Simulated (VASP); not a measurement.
A run of VASP 6.6.1 is set up as follows.

INCAR

```
SYSTEM = SnO
  PREC = Accurate
  ENCUT = 520
  EDIFF = 1E-6
  ISMEAR = 0
  SIGMA = 0.1
  LREAL = .FALSE.
  LASPH = .TRUE.
  NELM = 100
  ALGO = Normal
  ISIF = 2
  LWAVE = .FALSE.
  LCHARG = .TRUE.
  GGA = PE
  LELF = .TRUE.
  LVHAR = .TRUE.
  NBANDS = 28
```

Contents of KPOINTS:

```
Automatic mesh
0
G
  18 18 8
  0 0 0
```

File POSCAR:

```
SnO
1.0
    3.4689528648      0.0000000000      0.0000000000
   -1.7344764324      3.0042013054      0.0000000000
    0.0000000000      0.0000000000      6.4379904662
Sn O
2 2
Direct
    0.0000000000      0.0000000000      0.0000000000
    0.0000000000      0.0000000000      0.5000000000
    0.3333333333      0.6666666667      0.7500000000
    0.6666666667      0.3333333333      0.2500000000
```

Potentials or basis: VASP PAW PBE potentials, release 64 (Sn_d, O).

Run with:

```console
$ cat potpaw_PBE.64/Sn_d/POTCAR potpaw_PBE.64/O/POTCAR > POTCAR
$ mpirun -np 1 vasp_std > vasp.out
```

(1) Estimate the band gap on the k mesh.

(2) Predict the pressure.

## Answers

(1) zero (band 20 reaches 7.78 eV, above the bottom of band 21 at 7.02 eV).

(2) 0.0 GPa.

Caveat: spin-orbit coupling is left out, which moves the levels of the heavy elements.
